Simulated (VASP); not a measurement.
A run of VASP 6.6.1 is set up as follows.

Contents of INCAR:

```
SYSTEM = Sc
PREC     = Accurate       ! precision mode
ENCUT    = 500            ! plane-wave cutoff, eV
EDIFF    = 1E-7           ! SCF threshold, eV
ISMEAR   = 0              ! smearing method
SIGMA    = 0.1            ! smearing width, eV
LREAL    = .FALSE.        ! projectors in reciprocal space
LASPH    = .TRUE.         ! aspherical terms in the spheres
NELM     = 120            ! most SCF steps
ALGO     = Normal         ! electronic algorithm
ISIF     = 3              ! what is computed and relaxed
LWAVE    = .FALSE.        ! write WAVECAR
LCHARG   = .FALSE.        ! write CHGCAR
GGA      = PS             ! functional
IBRION   = 2              ! ionic algorithm
NSW      = 80             ! ionic steps
EDIFFG   = -0.05          ! ionic threshold
GGA_COMPAT= .FALSE.      
NELMIN   = 4
```

Contents of KPOINTS:

```
Automatic mesh
0
G
  6 6 4
  0 0 0
```

File POSCAR:

```
Sc
1.0
    3.0251956938      0.0000000000      0.0000000000
   -1.5125978469      2.6198963222      0.0000000000
    0.0000000000      0.0000000000      4.7884691682
Sc
2
Direct
    0.3333333333      0.6666666667      0.2500000000
    0.6666666667      0.3333333333      0.7500000000
```

Potentials or basis: VASP PAW PBE potentials, release 64 (Sc_sv).

Command:

```sh
$ cat potpaw_PBE.64/Sc_sv/POTCAR > POTCAR
$ mpirun -np 1 vasp_std > vasp.out
```

Problem. Predict the relaxed cell.

Solution. a = 3.288 Å, b = 3.288 Å, c = 5.061 Å, α = 90.00°, β = 90.00°, γ = 120.00°.

Problem. Estimate the space group after relaxing (to 0.1 Å).

Solution. P6_3/mmc (No. 194).

Problem. What does it give for the relaxed volume?

Solution. 23.70 Å³/atom.

Problem. What does it give for the band gap on the k mesh?

Solution. Zero (bands 11 and 12 overlap by 1.61 eV).

Final structure:
```yaml
crystal:
  lattice:
    - [3.28845, 0.00000, 0.00000]
    - [-1.64422, 2.84788, 0.00000]
    - [0.00000, 0.00000, 5.06084]
  atoms:
    - { symbol: Sc, position: [0.33333, 0.66667, 0.25000] }
    - { symbol: Sc, position: [0.66667, 0.33333, 0.75000] }
```

Caveat: the k points lie up to 0.37 Å⁻¹ apart in the final cell, too coarse for converged energies and pressures of a metal; the volume moved by over 15 % at a fixed basis, so the end points are rough; the PAW data sets were made with another functional, which shifts forces and pressure a little. Zero-point motion and thermal expansion aren't in these numbers.
